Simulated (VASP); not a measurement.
Write the native input for VASP 6.6.1 that does the following.

```
Task                   : relaxation of cell and atoms
Functional             : PBE
Potentials or basis    : VASP PAW PBE potentials, release 64 (Zn, Sn_d, N)
Cutoff                 : 600 eV
k mesh                 : 6 × 6 × 4
Occupations            : gaussian, width 0.1 eV
Spin                   : no spin polarisation
Dipole correction      : no
Further INCAR settings : ALGO = Normal; EDIFF = 1e-06; IBRION = 2; EDIFFG = -0.04; NSW = 90; ISIF = 3
```

The structure of ZnSnN2 lies in POSCAR:

```
ZnSnN2
1.0
    4.0523245300      0.0000000000      0.0000000000
   -2.0261622600      3.5094159800      0.0000000000
    0.0000000000      0.0000000000      4.7944540700
Zn Sn N
1 1 2
Direct
    0.0000000000      0.0000000000      0.0000000000
    0.6666666700      0.3333333300      0.0000000000
    0.0000000000      0.0000000000      0.6377046500
    0.0000000000      0.0000000000      0.3622953500
```

These files were run (other wordings do the same):

INCAR

```
SYSTEM = ZnSnN2
  ALGO = Normal
  EDIFF = 1E-6
  EDIFFG = -0.04
  ENCUT = 600
  GGA = PE
  IBRION = 2
  ISIF = 3
  ISMEAR = 0
  LASPH = .TRUE.
  LCHARG = .FALSE.
  LREAL = .FALSE.
  LWAVE = .FALSE.
  NELM = 60
  NSW = 90
  PREC = Accurate
  SIGMA = 0.1
```

KPOINTS

```
k-points
0
G
  6 6 4
  0 0 0
```

Potentials or basis: VASP PAW PBE potentials, release 64 (Zn, Sn_d, N).

Launch:

```sh
$ cat potpaw_PBE.64/Zn/POTCAR potpaw_PBE.64/Sn_d/POTCAR potpaw_PBE.64/N/POTCAR > POTCAR
$ mpirun -np 1 vasp_std > vasp.out
```

Results of the run:

- Relaxed volume: 28.64 Å³/atom
- Relaxed cell: a = 4.568 Å, b = 4.568 Å, c = 6.338 Å, α = 90.00°, β = 90.00°, γ = 120.00°
- Space group after relaxing (to 0.05 Å): P-6m2 (No. 187)
- Energy gained by relaxing: 1037.8 meV/atom
- Ionic steps: 33
- Pressure after relaxing: -0.1 GPa
- Largest force after relaxing: 0.025 eV/Å
- Band gap on the k mesh: zero (band 18 reaches 2.40 eV, above the bottom of band 19 at 1.14 eV)

Caveat: the volume moved by over 15 % at a fixed basis, so the end points are rough; spin-orbit coupling is left out, which moves the levels of the heavy elements.

It took 4.5 min on 1 thread of Intel(R) Xeon(R) 6975P-C (Granite Rapids) (shared host), peak memory 0.23 GiB.
